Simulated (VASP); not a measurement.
Runs of VASP 6.6.1 on BN. Symmetry: P6_3mc, No. 186, hexagonal system. Conventional cell: a = 2.536 Å, b = 2.536 Å, c = 4.199 Å, α = 90.00°, β = 90.00°, γ = 120.00°. B (site symmetry 3m) has 4 N at 1.56 to 1.57 Å within 2.1 Å. N (site symmetry 3m) has 4 B at 1.56 to 1.57 Å within 2.1 Å. 

| level | gap on the mesh (eV) | pressure (GPa) | largest force (eV/Å) |
| --- | --- | --- | --- |
| PBEsol | 5.30 | 2.6 | 0.06 |
| r2SCAN | 6.06 | (d) | 0.05 |
| RPBE | 5.59 | 14.2 | 0.06 |
| BLYP | (c) | (a) | 0.04 |
| PBE | (b) | 8.3 | 0.06 |

Alike in all rows: task single point; potentials or basis VASP PAW PBE potentials, release 64 (B, N); no spin polarisation; cell as given; k mesh 8 × 8 × 5; cutoff (eV) 520; smearing gaussian 0.01 eV.

Estimate the missing entries.

(a) 15.0; (b) 5.52; (c) 5.91; (d) 4.5.

Caveats: the PAW data sets were made with another functional, which shifts forces and pressure a little (some runs).

A k mesh can miss the band edges.
